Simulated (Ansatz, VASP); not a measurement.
## LaTe: VASP beside Ansatz

INCAR

```
SYSTEM = LaTe
PREC = Accurate
ENCUT = 520
EDIFF = 1E-8
ISMEAR = -1
SIGMA = 0.08
LREAL = .FALSE.
LASPH = .TRUE.
NELM = 80
ALGO = Normal
ISIF = 2
LWAVE = .FALSE.
LCHARG = .FALSE.
GGA = CA
LEFG = .TRUE.
NBANDS = 16
```

Contents of KPOINTS:

```
Automatic mesh
0
G
  10 10 10
  0 0 0
```

The input POSCAR:

```
LaTe
1.0
    0.0000000000      3.2110000000      3.2431100000
    3.2110000000      0.0000000000      3.2431100000
    3.2110000000      3.2110000000      0.0000000000
La Te
1 1
Direct
    0.0000000000      0.0000000000      0.0000000000
    0.5000000000      0.5000000000      0.5000000000
```

Input for Ansatz:

```yaml
crystal:
  lattice:
    - [0.0, 3.211, 3.24311]
    - [3.211, 0.0, 3.24311]
    - [3.211, 3.211, 0.0]
  atoms:
    - { symbol: La, position: [0.0, 0.0, 0.0] }
    - { symbol: Te, position: [0.5, 0.5, 0.5] }
kpoints:
  mp_grid: { grid: [10, 10, 10] }
scf:
  occupations: { method: fermi_dirac, width: 0.08 }
hamiltonian:
  xc: lda
  pseudopotentials: { kind: all_electron, datasets: crystal }
output:
  forces: true
  stress: true
  eigenvalues: true
  efg: { contact_densities: true }
```

Change from the starting cell: zz strain of +1 %, crystal datasets.

Alike in both runs: task electric field gradients; functional LDA; k mesh 10 × 10 × 10; occupations fermi-dirac, width 0.08 eV; no spin polarisation.

```csv
,VASP,Ansatz
version,VASP 6.6.1,Ansatz 0.2.0
potentials or method,"VASP PAW LDA potentials, release 64 (La, Te), cutoff 520 eV","all-electron PAW with datasets made for the crystal, scalar-relativistic"
```

```tsv
	VASP	Ansatz	Ansatz less VASP
pressure (GPa)	-2.7	-2.7	-0.01
traceless stress, the component that is largest in VASP (GPa)	-0.82	-0.82	+0.002
size of Vzz on the site where it differs most (V/Å²)	14.1	14.5	+0.43
```

LDA's correlation is that of Perdew and Zunger in VASP and of Perdew and Wang (1992) in Ansatz. Ansatz ran all-electron here, and VASP with PAW potentials.

Neither program's run includes spin-orbit coupling.
